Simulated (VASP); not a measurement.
Write the native input for VASP 6.6.1 that does the following.

- Task: single point
- Functional: LDA
- Potentials or basis: VASP PAW LDA potentials, release 64 (W_sv, Si)
- Cutoff: 520 eV
- k mesh: 12 × 12 × 12
- Occupations: fermi-dirac, width 0.05 eV
- Spin: no spin polarisation
- Dipole correction: no
- Further INCAR settings: ALGO = Normal; EDIFF = 1e-06; NBANDS = 18

The structure of Si2W lies in POSCAR:

```
Si2W
1.0
   -1.5740969181      1.5740969181      3.8350306363
    1.5740969181     -1.5740969181      3.8350306363
    1.5740969181      1.5740969181     -3.8350306363
W Si
1 2
Direct
    0.0000000000      0.0000000000      0.0000000000
    0.6653000000      0.6653000000      0.0000000000
    0.3347000000      0.3347000000      0.0000000000
```

The input as run:

INCAR

```
PREC     = Accurate       # precision mode
ENCUT    = 520            # plane-wave cutoff, eV
EDIFF    = 1E-6           # SCF threshold, eV
ISMEAR   = -1             # smearing method
SIGMA    = 0.05           # smearing width, eV
LREAL    = F              # projectors in reciprocal space
LASPH    = T              # aspherical terms in the spheres
NELM     = 80             # most SCF steps
ALGO     = Normal         # electronic algorithm
ISIF     = 2              # what is computed and relaxed
LWAVE    = F              # write WAVECAR
LCHARG   = F              # write CHGCAR
GGA      = CA             # functional
NBANDS   = 18             # bands
```

KPOINTS

```
regular mesh
0
Gamma
  12 12 12
```

Potentials or basis: VASP PAW LDA potentials, release 64 (W_sv, Si).

Run with:

```sh
$ cat potpaw_LDA.64/W_sv/POTCAR potpaw_LDA.64/Si/POTCAR > POTCAR
$ mpirun -np 1 vasp_std > vasp.out
```

It gave:

- Pressure: 10.6 GPa
- Largest force: 0.135 eV/Å
- Band gap on the k mesh: zero (bands 11 and 12 overlap by 1.40 eV)

Caveat: the cell stands under pressure; spin-orbit coupling is left out, which moves the levels of the heavy elements.

Wall time 3.1 min on 1 thread of Intel Xeon 8259CL, on a shared host, peak memory 0.25 GiB.
